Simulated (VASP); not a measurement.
# V (P6/mmm) in VASP: further runs

Runs on V. Level: PBE. Tasks: single point, relaxation of shape and atoms at fixed volume.

Everything below comes from runs of VASP 6.6.1. Logs are shortened: lines on timing, memory, paths and dates and some standing lists are left out, and cuts for length are marked.

**1. The cell of the first run**

Symmetry: P6/mmm, No. 191, hexagonal system. Conventional cell: a = 4.051 Å, b = 4.051 Å, c = 2.194 Å, α = 90.00°, β = 90.00°, γ = 120.00°. Within 2.9 Å of V (site symmetry 6/mmm) lie 14 V at 2.19 to 2.58 Å. V (site symmetry -6m2) has 11 V at 2.19 to 2.58 Å within 2.9 Å.

This isn't the form of V at room conditions, which is bcc.

**2. Single point, PBE**

File INCAR:

```
SYSTEM = V
ALGO = Normal ; EDIFF = 1E-6
ENCUT = 520 ; GGA = PE
ISIF = 2 ; ISMEAR = -1
LASPH = .True. ; LCHARG = .False.
LREAL = .False. ; LWAVE = .False.
NBANDS = 26 ; NELM = 60
PREC = Accurate ; SIGMA = 0.08
```

File KPOINTS:

```
k-points
0
Gamma
  8 8 12
  0 0 0
```

File POSCAR:

```
V
1.0
    4.0505853791      0.0000000000      0.0000000000
   -2.0252926896      3.5079098385      0.0000000000
    0.0000000000      0.0000000000      2.1940143847
V
3
Direct
    0.0000000000      0.0000000000      0.0000000000
    0.3333333333      0.6666666667      0.5000000000
    0.6666666667      0.3333333333      0.5000000000
```

Potentials or basis: VASP PAW PBE potentials, release 64 (V_sv).

On the command line:

```console
> cat potpaw_PBE.64/V_sv/POTCAR > POTCAR
> mpirun -np 1 vasp_std > vasp.out
```

OUTCAR:

```text
SYSTEM = V
   EDIFF = 1E-6
   ENCUT = 520
   GGA = PE
   ISIF = 2
   ISMEAR = -1
   LASPH = .True.
   LREAL = .False.
   NELM = 60
   PREC = Accurate

 ion  position               nearest neighbor table
   1  0.000  0.000  0.000-   2 2.58   3 2.58   2 2.58   3 2.58   3 2.58   3 2.58   2 2.58   2 2.58
                             3 2.58   3 2.58   2 2.58   2 2.58
   2  0.333  0.667  0.500-   3 2.34   3 2.34   3 2.34   1 2.58   1 2.58   1 2.58   1 2.58   1 2.58
                             1 2.58
   3  0.667  0.333  0.500-   2 2.34   2 2.34   2 2.34   1 2.58   1 2.58   1 2.58   1 2.58   1 2.58
                             1 2.58

  LATTYP: Found a hexagonal cell.
 ALAT       =     4.0505853791
 C/A-ratio  =     0.5416536573

  Lattice vectors:

 A1 = (   4.0505853791,   0.0000000000,   0.0000000000)
 A2 = (  -2.0252926896,   3.5079098385,   0.0000000000)
 A3 = (   0.0000000000,   0.0000000000,   2.1940143847)

Analysis of symmetry for initial positions (statically):
=====================================================================
 Subroutine PRICEL returns:
 Original cell was already a primitive cell.

 Routine SETGRP: Setting up the symmetry group for a
 hexagonal supercell.

 Subroutine GETGRP returns: Found 24 space group operations
 (whereof 24 operations were pure point group operations)
 out of a pool of 24 trial point group operations.

The static configuration has the point symmetry D_6h.

Analysis of symmetry for dynamics (positions and initial velocities):
=====================================================================
 Subroutine PRICEL returns:
 Original cell was already a primitive cell.

 Routine SETGRP: Setting up the symmetry group for a
 hexagonal supercell.

 Subroutine GETGRP returns: Found 24 space group operations
 (whereof 24 operations were pure point group operations)
 out of a pool of 24 trial point group operations.

The dynamic configuration has the point symmetry D_6h.

 Subroutine INISYM returns: Found 24 space group operations
 (whereof 24 operations are pure point group operations),
 and found     1 'primitive' translations

----------------------------------------------------------------------------------------

                                     Primitive cell

  volume of cell :      31.1749

  direct lattice vectors                    reciprocal lattice vectors
     4.050585379  0.000000000  0.000000000     0.246877897  0.142535020  0.000000000
    -2.025292690  3.507909838  0.000000000     0.000000000  0.285070041  0.000000000
     0.000000000  0.000000000  2.194014385     0.000000000  0.000000000  0.455785526

  length of vectors
     4.050585379  4.050585379  2.194014385     0.285070041  0.285070041  0.455785526

  position of ions in fractional coordinates (direct lattice)
     0.000000000  0.000000000  0.000000000
     0.333333333  0.666666667  0.500000000
     0.666666667  0.333333333  0.500000000

  ion indices of the primitive-cell ions
   primitive index   ion index
                 1           1
                 2           2
                 3           3

----------------------------------------------------------------------------------------

 KPOINTS: k-points

Automatic generation of k-mesh.
 Grid dimensions read from file:
 generate k-points for:    8    8   12

 Generating k-lattice:

  Cartesian coordinates                     Fractional coordinates (reciprocal lattice)
     0.030859737  0.017816878  0.000000000     0.125000000  0.000000000  0.000000000
     0.000000000  0.035633755  0.000000000     0.000000000  0.125000000  0.000000000
     0.000000000  0.000000000  0.037982127     0.000000000  0.000000000  0.083333333

  Length of vectors
     0.035633755  0.035633755  0.037982127

  Shift w.r.t. Gamma in fractional coordinates (k-lattice)
     0.000000000  0.000000000  0.000000000

 Subroutine IBZKPT returns following result:
 ===========================================

 Found     70 irreducible k-points:

 Following reciprocal coordinates:
            Coordinates               Weight
  0.000000  0.000000  0.000000      1.000000
  0.125000  0.000000  0.000000      6.000000
  0.250000  0.000000  0.000000      6.000000
  0.375000  0.000000  0.000000      6.000000
  0.500000  0.000000  0.000000      3.000000
  0.125000  0.125000  0.000000      6.000000
[... 16 lines left out ...]
  0.250000  0.000000  0.166667     12.000000
  0.375000  0.000000  0.166667     12.000000
 [... further k-points ...]
   k-points           NKPTS =     70   k-points in BZ     NKDIM =     70   number of bands    NBANDS=     26
   number of dos      NEDOS =    301   number of ions     NIONS =      3
   total plane-waves  NPLWV =  14400
   dimension x,y,z NGX =    30 NGY =   30 NGZ =   16
   dimension x,y,z NGXF=    60 NGYF=   60 NGZF=   32
   ions per type =               3
   NGX,Y,Z   is equivalent  to a cutoff of  12.31, 12.31, 12.12 a.u.
   NGXF,Y,Z  is equivalent  to a cutoff of  24.63, 24.63, 24.25 a.u.
 SYSTEM =  V
   PREC   = accura    normal or accurate (medium, high low for compatibility)
   ISTART =      0    job   : 0-new  1-cont  2-samecut
   ICHARG =      2    charge: 1-file 2-atom 10-const
   ISPIN  =      1    spin polarized calculation?
   LNONCOLLINEAR =      F non collinear calculations
   LSORBIT =      F    spin-orbit coupling
   LASPH  =      T    aspherical Exc in radial PAW
   ENCUT  =  520.0 eV  38.22 Ry    6.18 a.u.   7.53  7.53  4.08*2*pi/ulx,y,z
   NELM   =     60;   NELMIN=  2; NELMDL= -5     # of ELM steps
   EDIFF  = 0.1E-05   stopping-criterion for ELM
   LREAL  =      F    real-space projection
   EDIFFG = 0.1E-04   stopping-criterion for IOM
   NSW    =      0    number of steps for IOM
   IBRION =     -1    ionic relax: 0-MD 1-quasi-New 2-CG
   NFREE  =      0    steps in history (QN), initial steepest desc. (CG)
   ISIF   =      2    stress and relaxation
   ISYM   =      2    0-nonsym 1-usesym 2-fastsym
   POTIM  = 0.5000    time-step for ionic-motion
   TEBEG  =    0.0;   TEEND  =   0.0 temperature during run
   PSTRESS=    0.0 pullay stress
   NELECT =      39.0000    total number of electrons
   NUPDOWN=      -1.0000    fix difference up-down
   EMIN   =  10.00;   EMAX   =-10.00  energy-range for DOS
   EFERMI =   0.00;   METHOD = LEGACY
   ISMEAR =    -1;   SIGMA  =   0.08  broadening in eV -4-tet -1-fermi 0-gaus
   EFERMI_NEDOS =   21; number of points for ismear=-14 and -15
   IALGO  =     38    algorithm
   IMIX   =      4    mixing-type and parameters
     AMIX     =   0.40;   BMIX     =  1.00
     AMIX_MAG =   1.60;   BMIX_MAG =  1.00
  volume/ion in A,a.u.               =      10.39        70.13
  Fermi-wavevector in a.u.,A,eV,Ry     =   1.763983  3.333445 42.336393  3.111637
  Thomas-Fermi vector in A             =   2.832051
   LORBIT       =      0    0 simple, 1 ext, 2 COOP (PROOUT), +10 PAW based schemes
   GGA     = PE    functional components
   LHFCALC =     F    Hartree Fock is set to
   AEXX    =    0.0000 exact exchange contribution
   IVDW    =     0    specifies the selected vdW correction
   LEPSILON=     F    determine dielectric tensor
   LRPA    =     F    only Hartree local field effects (RPA)
 non-spin polarized calculation
  energy-cutoff  :      520.00
  volume of cell :       31.17
 maximum number of plane-waves:       855
   NGX = 15   NGY = 15   NGZ =  9

 number of electron      39.0000008 magnetization

 Free energy of the ion-electron system (eV)
  ---------------------------------------------------
  ext. energy  EPLUGINS =         0.00000000
  ---------------------------------------------------
  free energy    TOTEN  =       -24.58741138 eV

  energy without entropy =      -24.52672784  energy(sigma->0) =      -24.55706961

 E-fermi :  13.5641     XC(G=0): -14.3604

 val. band max:       13.5569193225   @ k =   0.2500   0.2500   0.5000
 cond. band min:      13.5673694992   @ k =   0.1250   0.1250   0.0000
 fundamental gap:      0.0104501767
 Fermi energy:        13.5640820666

 k-point     1 :       0.0000    0.0000    0.0000
  band No.  band energies     occupation
      1     -50.3218      2.00000
      2     -49.8577      2.00000
      3     -49.7980      2.00000
      4     -24.4431      2.00000
      5     -24.4431      2.00000
      6     -24.1605      2.00000
[... 18 lines left out ...]
     25      16.6019      0.00000
     26      16.6019      0.00000

 k-point     2 :       0.1250    0.0000    0.0000
  band No.  band energies     occupation
      1     -50.3005      2.00000
      2     -49.8661      2.00000
      3     -49.8121      2.00000
      4     -24.5602      2.00000
      5     -24.5145      2.00000
      6     -24.0224      2.00000
[... 18 lines left out ...]
     25      16.9903      0.00000
     26      17.0351      0.00000

 k-point     3 :       0.2500    0.0000    0.0000
  band No.  band energies     occupation
      1     -50.2407      2.00000
      2     -49.8935      2.00000
      3     -49.8478      2.00000
      4     -24.7173      2.00000
      5     -24.5277      2.00000
      6     -23.8035      2.00000
[... 18 lines left out ...]
     25      17.3905      0.00000
     26      17.5125      0.00000

 k-point     4 :       0.3750    0.0000    0.0000
  band No.  band energies     occupation
      1     -50.1540      2.00000
      2     -49.9553      2.00000
      3     -49.8761      2.00000
      4     -24.8247      2.00000
      5     -24.3988      2.00000
      6     -23.7650      2.00000
[... 18 lines left out ...]
     25      17.3544      0.00000
     26      17.7588      0.00000
[... 496 lines left out ...]
      1     -50.1633      2.00000
      2     -49.7688      2.00000
      3     -49.7006      2.00000
      4     -24.4409      2.00000
      5     -24.3987      2.00000
      6     -23.9122      2.00000
[... 18 lines left out ...]
     25      16.6554      0.00000
     26      16.7061      0.00000

 k-point    23 :       0.2500    0.0000    0.1667
  band No.  band energies     occupation
      1     -50.1078      2.00000
      2     -49.7908      2.00000
      3     -49.7368      2.00000
      4     -24.5780      2.00000
      5     -24.4100      2.00000
      6     -23.7241      2.00000
[... 18 lines left out ...]
     25      16.9535      0.00000
     26      17.1141      0.00000

 k-point    24 :       0.3750    0.0000    0.1667
  band No.  band energies     occupation
      1     -50.0277      2.00000
      2     -49.8419      2.00000
      3     -49.7685      2.00000
      4     -24.6745      2.00000
      5     -24.3057      2.00000
      6     -23.7556      2.00000
[... 18 lines left out ...]
     25      16.4522      0.00000
     26      17.1872      0.00000

 [... further k-points ...]

------------------------ aborting loop because EDIFF is reached ----------------------------------------

  FORCE on cell =-STRESS in cart. coord.  units (eV):
  Direction    XX          YY          ZZ          XY          YZ          ZX
  --------------------------------------------------------------------------------------
  -------------------------------------------------------------------------------------
  Total       15.7674749     15.7674749     16.0897973     -0.0000000     -0.0000000      0.0000000
  in kB      810.3395697    810.3395697    826.9047192     -0.0000000     -0.0000000      0.0000000
  external PRESSURE =     815.8612862 kB  Pullay stress =       0.0000000 kB

 VOLUME and BASIS-vectors are now :
 -----------------------------------------------------------------------------
  energy-cutoff  :      520.00
  volume of cell :       31.17
      direct lattice vectors                 reciprocal lattice vectors
     4.050585379  0.000000000  0.000000000     0.246877897  0.142535020  0.000000000
    -2.025292690  3.507909838  0.000000000     0.000000000  0.285070041  0.000000000
     0.000000000  0.000000000  2.194014385     0.000000000  0.000000000  0.455785526

 POSITION                                       TOTAL-FORCE (eV/Angst)
 -----------------------------------------------------------------------------------
      0.00000      0.00000      0.00000        -0.000000      0.000000      0.000000
     -0.00000      2.33861      1.09701        -0.000000      0.000000      0.000000
      2.02529      1.16930      1.09701         0.000000     -0.000000     -0.000000
 -----------------------------------------------------------------------------------
    total drift:                               -0.000000      0.000000      0.000000

  FREE ENERGIE OF THE ION-ELECTRON SYSTEM (eV)
  ---------------------------------------------------
  free  energy   TOTEN  =       -24.5874113777 eV

  energy  without entropy=      -24.5267278363  energy(sigma->0) =      -24.55706961
```

Wall time 1.7 min (1 thread of Intel Xeon 8259CL, shared host); peak memory 0.16 GiB.

Results:

| Item | Value |
| --- | --- |
| Free energy | -24.5874 eV |
| Pressure | 81.6 GPa |
| Band gap on the k mesh | zero (an odd number of electrons rules out a gap without spin polarisation) |

Levels at points of the mesh, in eV from the Fermi level:
| k point | band 15 | band 16 | band 17 | band 18 | band 19 | band 20 | band 21 | band 22 | band 23 | band 24 |
| --- | --- | --- | --- | --- | --- | --- | --- | --- | --- | --- |
| (0.00, 0.00, 0.00) | -1.60 | -1.60 | -1.60 | -1.60 | -1.48 | -1.12 | 0.57 | 0.57 | 3.02 | 3.02 |
| (0.50, 0.00, 0.00) | -3.96 | -2.19 | -2.04 | -1.83 | -1.28 | -1.11 | 1.87 | 2.15 | 3.11 | 3.23 |
| (0.00, 0.00, 0.50) | -3.41 | -3.41 | -1.64 | -0.68 | -0.21 | -0.21 | 1.20 | 1.20 | 3.46 | 3.46 |
| (0.50, 0.00, 0.50) | -3.52 | -2.89 | -1.52 | -1.00 | -0.77 | 0.89 | 0.95 | 2.35 | 2.55 | 3.12 |

Caveat: the cell stands under pressure.

[end of part 1 of 2]

The gap in the log of VASP goes by the Fermi energy; the results here count the filled bands.